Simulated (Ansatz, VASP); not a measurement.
Two plane-wave programs on BaS

POSCAR

```
BaS
1.0
    4.3601207102      0.0000000000      0.0000000000
   -2.1800603551      3.7759752986      0.0000000000
    0.0000000000      0.0000000000      4.0145993452
Ba S
1 1
Direct
    0.0000000000      0.0000000000      0.0000000000
    0.6666666667      0.3333333333      0.5000000000
```

INCAR.step1

```
SYSTEM = BaS
ALGO     = Normal         ! electronic algorithm
EDIFF    = 1E-4           ! SCF threshold, eV
ENCUT    = 520            ! plane-wave cutoff, eV
GGA      = PE             ! functional
ISMEAR   = 0              ! smearing method
LASPH    = .True.         ! aspherical terms in the spheres
LCHARG   = .False.        ! write CHGCAR
LREAL    = .False.        ! projectors in reciprocal space
LWAVE    = .True.         ! write WAVECAR
NBANDS   = 15             ! bands
NELM     = 100            ! most SCF steps
PREC     = Accurate       ! precision mode
SIGMA    = 0.05           ! smearing width, eV
```

INCAR.step2

```
SYSTEM = BaS
ALGO     = Normal         ! electronic algorithm
EDIFF    = 1E-7           ! SCF threshold, eV
ENCUT    = 520            ! plane-wave cutoff, eV
ISIF     = 2              ! what is computed and relaxed
ISMEAR   = 0              ! smearing method
ISTART   = 1            
LASPH    = .True.         ! aspherical terms in the spheres
LCHARG   = .False.        ! write CHGCAR
LMIXTAU  = .True.       
LREAL    = .False.        ! projectors in reciprocal space
LWAVE    = .False.        ! write WAVECAR
METAGGA  = R2SCAN         ! meta-GGA
NBANDS   = 15             ! bands
NELM     = 100            ! most SCF steps
PREC     = Accurate       ! precision mode
SIGMA    = 0.05           ! smearing width, eV
```

The input KPOINTS:

```
k-points
0
Gamma
  6 6 6
  0 0 0
```

Input for Ansatz:

```yaml
crystal:
  lattice:
    - [4.3601207102, 0.0, 0.0]
    - [-2.1800603551, 3.7759752986, 0.0]
    - [0.0, 0.0, 4.0145993452]
  atoms:
    - { symbol: Ba, position: [0.0, 0.0, 0.0] }
    - { symbol: S, position: [0.6666666667, 0.3333333333, 0.5] }
basis:
  ecutwfc: 500
  ecutrho_ratio: 4
kpoints:
  mp_grid: { grid: [6, 6, 6] }
hamiltonian:
  xc: r2scan
scf:
  occupations: { method: gaussian, width: 0.05 }
output:
  forces: true
  stress: true
  eigenvalues: true
```

Change from the starting cell: strain e3 = +0.01, atoms carried along.

Alike in both runs: task single point; functional r2SCAN; k mesh 6 × 6 × 6; occupations gaussian, width 0.05 eV; no spin polarisation.

```csv
,VASP,Ansatz
version,VASP 6.6.1,Ansatz 0.2.0
potentials or method,"VASP PAW PBE potentials, release 64 (Ba_sv, S), cutoff 520 eV","scalar-relativistic, plane waves, PAW"
valence electrons in the cell,16,16
```

```tsv
	VASP	Ansatz	Ansatz less VASP
gap on the k mesh at the Fermi level (eV)	2.36	2.42	+0.062
least direct gap on the mesh (eV)	2.36	2.42	+0.062
pressure (GPa)	0.1	-0.5	-0.59
traceless stress, the component that is largest in VASP (GPa)	-0.44	-0.53	-0.085
```

VASP's potentials were made for PBE, not for r2SCAN.

Neither program's run includes spin-orbit coupling.
